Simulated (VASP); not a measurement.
# TiO2 (Pbcn) in VASP: single point with PBE

Aim: the single point of TiO2 with PBE.

Everything below comes from runs of VASP 6.6.1. Logs are shortened: lines on timing, memory, paths and dates and some standing lists are left out, and cuts for length are marked.

### 1 The cell of the first run

Symmetry: Pbcn, No. 60, orthorhombic system. The conventional cell has a = 4.579 Å, b = 5.571 Å, c = 4.922 Å, α = 90.00°, β = 90.00°, γ = 90.00°. Ti (site symmetry 2) has 6 O at 1.87 to 2.13 Å within 2.5 Å. Within 2.5 Å of O (site symmetry 1) lie 3 Ti at 1.87 to 2.13 Å.

### 2 Single point, PBE

INCAR

```
SYSTEM = TiO2
ALGO = Normal ; EDIFF = 1E-7
ENCUT = 520 ; GGA = PE
ISIF = 2 ; ISMEAR = 0
LASPH = .True. ; LCHARG = .False.
LREAL = .False. ; LWAVE = .False.
NBANDS = 60 ; NELM = 60
PREC = Accurate ; SIGMA = 0.1
```

KPOINTS

```
k-points
0
Gamma
  4 4 4
  0 0 0
```

POSCAR

```
TiO2
1.0
    4.5788845528      0.0000000000      0.0000000000
    0.0000000000      5.5707098162      0.0000000000
    0.0000000000      0.0000000000      4.9219646613
Ti O
4 8
Direct
    0.5000000000      0.6776971873      0.7500000000
    0.0000000000      0.8223028127      0.2500000000
    0.5000000000      0.3223028127      0.2500000000
    0.0000000000      0.1776971873      0.7500000000
    0.7289547173      0.6191187806      0.0809039266
    0.2289547173      0.8808812194      0.9190960734
    0.7710452827      0.8808812194      0.5809039266
    0.2710452827      0.6191187806      0.4190960734
    0.7289547173      0.3808812194      0.5809039266
    0.2289547173      0.1191187806      0.4190960734
    0.7710452827      0.1191187806      0.0809039266
    0.2710452827      0.3808812194      0.9190960734
```

Potentials or basis: VASP PAW PBE potentials, release 64 (Ti_sv, O).

Launch:

```bash
$ cat potpaw_PBE.64/Ti_sv/POTCAR potpaw_PBE.64/O/POTCAR > POTCAR
$ mpirun -np 1 vasp_std > vasp.out
```

OUTCAR:

```text
SYSTEM = TiO2
   EDIFF = 1E-7
   ENCUT = 520
   GGA = PE
   ISIF = 2
   ISMEAR = 0
   LASPH = .True.
   LREAL = .False.
   NELM = 60
   PREC = Accurate

 ion  position               nearest neighbor table
   1  0.500  0.678  0.750-   6 1.87   7 1.87   5 1.96   8 1.96   9 2.13  12 2.13
   2  0.000  0.822  0.250-   5 1.87   8 1.87   7 1.96   6 1.96  10 2.13  11 2.13
   3  0.500  0.322  0.250-  10 1.87  11 1.87   9 1.96  12 1.96   5 2.13   8 2.13
   4  0.000  0.178  0.750-   9 1.87  12 1.87  11 1.96  10 1.96   6 2.13   7 2.13
   5  0.729  0.619  0.081-   2 1.87   1 1.96   3 2.13
   6  0.229  0.881  0.919-   1 1.87   2 1.96   4 2.13
   7  0.771  0.881  0.581-   1 1.87   2 1.96   4 2.13
   8  0.271  0.619  0.419-   2 1.87   1 1.96   3 2.13
   9  0.729  0.381  0.581-   4 1.87   3 1.96   1 2.13
  10  0.229  0.119  0.419-   3 1.87   4 1.96   2 2.13
  11  0.771  0.119  0.081-   3 1.87   4 1.96   2 2.13
  12  0.271  0.381  0.919-   4 1.87   3 1.96   1 2.13

  LATTYP: Found a simple orthorhombic cell.
 ALAT       =     4.5788845528
 B/A-ratio  =     1.0749265688
 C/A-ratio  =     1.2166084888

  Lattice vectors:

 A1 = (  -4.5788845528,   0.0000000000,   0.0000000000)
 A2 = (   0.0000000000,   0.0000000000,   4.9219646613)
 A3 = (   0.0000000000,   5.5707098162,   0.0000000000)

Analysis of symmetry for initial positions (statically):
=====================================================================
 Subroutine PRICEL returns:
 Original cell was already a primitive cell.

 Routine SETGRP: Setting up the symmetry group for a
 simple orthorhombic supercell.

 Subroutine GETGRP returns: Found  8 space group operations
 (whereof  2 operations were pure point group operations)
 out of a pool of  8 trial point group operations.

The static configuration has the point symmetry S_2 .
 The point group associated with its full space group is D_2h.

Analysis of symmetry for dynamics (positions and initial velocities):
=====================================================================
 Subroutine PRICEL returns:
 Original cell was already a primitive cell.

 Routine SETGRP: Setting up the symmetry group for a
 simple orthorhombic supercell.

 Subroutine GETGRP returns: Found  8 space group operations
 (whereof  2 operations were pure point group operations)
 out of a pool of  8 trial point group operations.

The dynamic configuration has the point symmetry S_2 .
 The point group associated with its full space group is D_2h.

 Subroutine INISYM returns: Found  8 space group operations
 (whereof  2 operations are pure point group operations),
 and found     1 'primitive' translations

----------------------------------------------------------------------------------------

                                     Primitive cell

  volume of cell :     125.5477

  direct lattice vectors                    reciprocal lattice vectors
     4.578884553  0.000000000  0.000000000     0.218393801  0.000000000  0.000000000
     0.000000000  5.570709816  0.000000000     0.000000000  0.179510338  0.000000000
     0.000000000  0.000000000  4.921964661     0.000000000  0.000000000  0.203170902

  length of vectors
     4.578884553  5.570709816  4.921964661     0.218393801  0.179510338  0.203170902

  position of ions in fractional coordinates (direct lattice)
     0.500000000  0.677697187  0.750000000
     0.000000000  0.822302813  0.250000000
     0.500000000  0.322302813  0.250000000
     0.000000000  0.177697187  0.750000000
     0.728954717  0.619118781  0.080903927
     0.228954717  0.880881219  0.919096073
     0.771045283  0.880881219  0.580903927
     0.271045283  0.619118781  0.419096073
     0.728954717  0.380881219  0.580903927
     0.228954717  0.119118781  0.419096073
     0.771045283  0.119118781  0.080903927
     0.271045283  0.380881219  0.919096073

  ion indices of the primitive-cell ions
   primitive index   ion index
                 1           1
                 2           2
                 3           3
                 4           4
                 5           5
                 6           6
                 7           7
                 8           8
                 9           9
                10          10
                11          11
                12          12

----------------------------------------------------------------------------------------

 KPOINTS: k-points

Automatic generation of k-mesh.
 Grid dimensions read from file:
 generate k-points for:    4    4    4

 Generating k-lattice:

  Cartesian coordinates                     Fractional coordinates (reciprocal lattice)
     0.054598450  0.000000000  0.000000000     0.250000000  0.000000000  0.000000000
     0.000000000  0.044877584  0.000000000     0.000000000  0.250000000  0.000000000
     0.000000000  0.000000000  0.050792726     0.000000000  0.000000000  0.250000000

  Length of vectors
     0.054598450  0.044877584  0.050792726

  Shift w.r.t. Gamma in fractional coordinates (k-lattice)
     0.000000000  0.000000000  0.000000000

 Subroutine IBZKPT returns following result:
 ===========================================

 Found     27 irreducible k-points:

 Following reciprocal coordinates:
            Coordinates               Weight
  0.000000  0.000000  0.000000      1.000000
  0.250000  0.000000  0.000000      2.000000
  0.500000  0.000000  0.000000      1.000000
  0.000000  0.250000  0.000000      2.000000
  0.250000  0.250000  0.000000      4.000000
  0.500000  0.250000  0.000000      2.000000
[... 16 lines left out ...]
  0.250000  0.250000  0.500000      4.000000
  0.500000  0.250000  0.500000      2.000000
 [... further k-points ...]
   k-points           NKPTS =     27   k-points in BZ     NKDIM =     27   number of bands    NBANDS=     60
   number of dos      NEDOS =    301   number of ions     NIONS =     12
   total plane-waves  NPLWV =  60480
   dimension x,y,z NGX =    36 NGY =   42 NGZ =   40
   dimension x,y,z NGXF=    72 NGYF=   84 NGZF=   80
   ions per type =               4   8
   NGX,Y,Z   is equivalent  to a cutoff of  13.07, 12.53, 13.51 a.u.
   NGXF,Y,Z  is equivalent  to a cutoff of  26.14, 25.07, 27.02 a.u.
 SYSTEM =  TiO2
   PREC   = accura    normal or accurate (medium, high low for compatibility)
   ISTART =      0    job   : 0-new  1-cont  2-samecut
   ICHARG =      2    charge: 1-file 2-atom 10-const
   ISPIN  =      1    spin polarized calculation?
   LNONCOLLINEAR =      F non collinear calculations
   LSORBIT =      F    spin-orbit coupling
   LASPH  =      T    aspherical Exc in radial PAW
   ENCUT  =  520.0 eV  38.22 Ry    6.18 a.u.   8.51 10.36  9.15*2*pi/ulx,y,z
   NELM   =     60;   NELMIN=  2; NELMDL= -5     # of ELM steps
   EDIFF  = 0.1E-06   stopping-criterion for ELM
   LREAL  =      F    real-space projection
   EDIFFG = 0.1E-05   stopping-criterion for IOM
   NSW    =      0    number of steps for IOM
   IBRION =     -1    ionic relax: 0-MD 1-quasi-New 2-CG
   NFREE  =      0    steps in history (QN), initial steepest desc. (CG)
   ISIF   =      2    stress and relaxation
   ISYM   =      2    0-nonsym 1-usesym 2-fastsym
   POTIM  = 0.5000    time-step for ionic-motion
   TEBEG  =    0.0;   TEEND  =   0.0 temperature during run
   PSTRESS=    0.0 pullay stress
   NELECT =      96.0000    total number of electrons
   NUPDOWN=      -1.0000    fix difference up-down
   EMIN   =  10.00;   EMAX   =-10.00  energy-range for DOS
   EFERMI =   0.00;   METHOD = LEGACY
   ISMEAR =     0;   SIGMA  =   0.10  broadening in eV -4-tet -1-fermi 0-gaus
   EFERMI_NEDOS =   21; number of points for ismear=-14 and -15
   IALGO  =     38    algorithm
   IMIX   =      4    mixing-type and parameters
     AMIX     =   0.40;   BMIX     =  1.00
     AMIX_MAG =   1.60;   BMIX_MAG =  1.00
  volume/ion in A,a.u.               =      10.46        70.60
  Fermi-wavevector in a.u.,A,eV,Ry     =   1.497025  2.828967 30.491790  2.241083
  Thomas-Fermi vector in A             =   2.608966
   LORBIT       =      0    0 simple, 1 ext, 2 COOP (PROOUT), +10 PAW based schemes
   GGA     = PE    functional components
   LHFCALC =     F    Hartree Fock is set to
   AEXX    =    0.0000 exact exchange contribution
   IVDW    =     0    specifies the selected vdW correction
   LEPSILON=     F    determine dielectric tensor
   LRPA    =     F    only Hartree local field effects (RPA)
 non-spin polarized calculation
 Gauss-broadening in eV      SIGMA  =   0.10
  energy-cutoff  :      520.00
  volume of cell :      125.55
 maximum number of plane-waves:      3396
 NGX is ok and might be reduce to    36
   NGX = 17   NGY = 21   NGZ = 19

 number of electron      95.9999989 magnetization

 Free energy of the ion-electron system (eV)
  ---------------------------------------------------
  ext. energy  EPLUGINS =         0.00000000
  ---------------------------------------------------
  free energy    TOTEN  =      -107.40739891 eV

  energy without entropy =     -107.40739891  energy(sigma->0) =     -107.40739891

 E-fermi :   4.9758     XC(G=0): -11.4190

 val. band max:        4.4152823749   @ k =   0.0000   0.0000   0.0000
 cond. band min:       7.0180954926   @ k =   0.0000   0.0000   0.5000
 fundamental gap:      2.6028131176
 Fermi energy:         4.9758213610

 k-point     1 :       0.0000    0.0000    0.0000
  band No.  band energies     occupation
      1     -52.0335      2.00000
      2     -52.0129      2.00000
      3     -52.0087      2.00000
      4     -52.0024      2.00000
      5     -28.4434      2.00000
      6     -28.3807      2.00000
[... 52 lines left out ...]
     59       8.8023      0.00000
     60       9.0551      0.00000

 k-point     2 :       0.2500    0.0000    0.0000
  band No.  band energies     occupation
      1     -52.0304      2.00000
      2     -52.0159      2.00000
      3     -52.0078      2.00000
      4     -52.0033      2.00000
      5     -28.4209      2.00000
      6     -28.3681      2.00000
[... 1383 lines left out ...]
      4     -52.0143      2.00000
      5     -28.3909      2.00000
      6     -28.3909      2.00000
[... 52 lines left out ...]
     59       8.3691      0.00000
     60       8.3691      0.00000

 [... further k-points ...]

------------------------ aborting loop because EDIFF is reached ----------------------------------------

  FORCE on cell =-STRESS in cart. coord.  units (eV):
  Direction    XX          YY          ZZ          XY          YZ          ZX
  --------------------------------------------------------------------------------------
  -------------------------------------------------------------------------------------
  Total        0.6707882      0.5964644      0.6709891      0.0000000      0.0000000      0.0000000
  in kB        8.5602664      7.6117823      8.5628303      0.0000000      0.0000000      0.0000000
  external PRESSURE =       8.2449597 kB  Pullay stress =       0.0000000 kB

 VOLUME and BASIS-vectors are now :
 -----------------------------------------------------------------------------
  energy-cutoff  :      520.00
  volume of cell :      125.55
      direct lattice vectors                 reciprocal lattice vectors
     4.578884553  0.000000000  0.000000000     0.218393801  0.000000000  0.000000000
     0.000000000  5.570709816  0.000000000     0.000000000  0.179510338  0.000000000
     0.000000000  0.000000000  4.921964661     0.000000000  0.000000000  0.203170902

 POSITION                                       TOTAL-FORCE (eV/Angst)
 -----------------------------------------------------------------------------------
      2.28944      3.77525      3.69147         0.000000     -0.045022     -0.000000
      0.00000      4.58081      1.23049         0.000000      0.045022     -0.000000
      2.28944      1.79546      1.23049         0.000000      0.045022     -0.000000
      0.00000      0.98990      3.69147         0.000000     -0.045022     -0.000000
      3.33780      3.44893      0.39821        -0.014863     -0.021538     -0.002596
      1.04836      4.90713      4.52376        -0.014863      0.021538      0.002596
      3.53053      4.90713      2.85919         0.014863      0.021538     -0.002596
      1.24109      3.44893      2.06278         0.014863     -0.021538      0.002596
      3.33780      2.12178      2.85919        -0.014863      0.021538     -0.002596
      1.04836      0.66358      2.06278        -0.014863     -0.021538      0.002596
      3.53053      0.66358      0.39821         0.014863     -0.021538     -0.002596
      1.24109      2.12178      4.52376         0.014863      0.021538      0.002596
 -----------------------------------------------------------------------------------
    total drift:                                0.000000      0.000000     -0.000000

  FREE ENERGIE OF THE ION-ELECTRON SYSTEM (eV)
  ---------------------------------------------------
  free  energy   TOTEN  =      -107.4073989118 eV

  energy  without entropy=     -107.4073989118  energy(sigma->0) =     -107.40739891
```

Wall time 2.8 min (1 thread of Intel Xeon Platinum 8488C (Sapphire Rapids), shared host); peak memory 0.3 GiB.

What came out:

```yaml
Free_energy: -107.4074 eV
Pressure: 0.8 GPa
Largest_force: 0.045 eV/Å
Band_gap_on_the_k_mesh: 2.60 eV (least direct gap 2.65 eV)
```

Forces in eV/Å, atoms in the order of the input:
```
Ti   0.000 -0.045  0.000
Ti   0.000  0.045  0.000
Ti   0.000  0.045  0.000
Ti   0.000 -0.045  0.000
O   -0.015 -0.022 -0.003
O   -0.015  0.022  0.003
O    0.015  0.022 -0.003
O    0.015 -0.022  0.003
O   -0.015  0.022 -0.003
O   -0.015 -0.022  0.003
O    0.015 -0.022 -0.003
O    0.015  0.022  0.003
```
